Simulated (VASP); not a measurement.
**As: single point with PBE**

Slab: As, a slab with vacuum.

```
As
1.0
     3.72800    0.00000    0.00000
    -1.86400    3.22854    0.00000
     0.00000    0.00000   28.00000
As
2
Direct
  0.33333 0.66667 0.51064
  0.66667 0.33333 0.48936
```

```json
{
  "Program": "VASP 6.6.1",
  "Task": "single point",
  "Functional": "PBE",
  "Potentials or basis": "VASP PAW PBE potentials, release 64 (As)",
  "Cutoff": "520 eV",
  "k mesh": "9 × 9 × 1",
  "Occupations": "gaussian, width 0.02 eV",
  "Spin": "no spin polarisation",
  "Dipole correction": "yes",
  "Further INCAR settings": "ALGO = Normal; EDIFF = 1e-06; NBANDS = 12"
}
```

| Property | Result |
| --- | --- |
| Largest force | 3.740 eV/Å |
| Band gap on the k mesh | zero (band 5 reaches -2.84 eV, above the bottom of band 6 at -3.64 eV) |

Forces on the atoms (eV/Å):
```
As   0.000  0.000  3.740
As   0.000  0.000 -3.740
```

Levels at points of the mesh, in eV from the Fermi level:
| k point | band 2 | band 3 | band 4 | band 5 | band 6 | band 7 | band 8 | band 9 |
| --- | --- | --- | --- | --- | --- | --- | --- | --- |
| (0.00, 0.00, 0.00) | -6.19 | -3.87 | -3.87 | -2.23 | 1.05 | 1.57 | 1.57 | 3.80 |

It took 42 s on 1 thread of Intel(R) Xeon(R) 6975P-C (Granite Rapids), with other jobs on the host, peak memory 0.39 GiB.
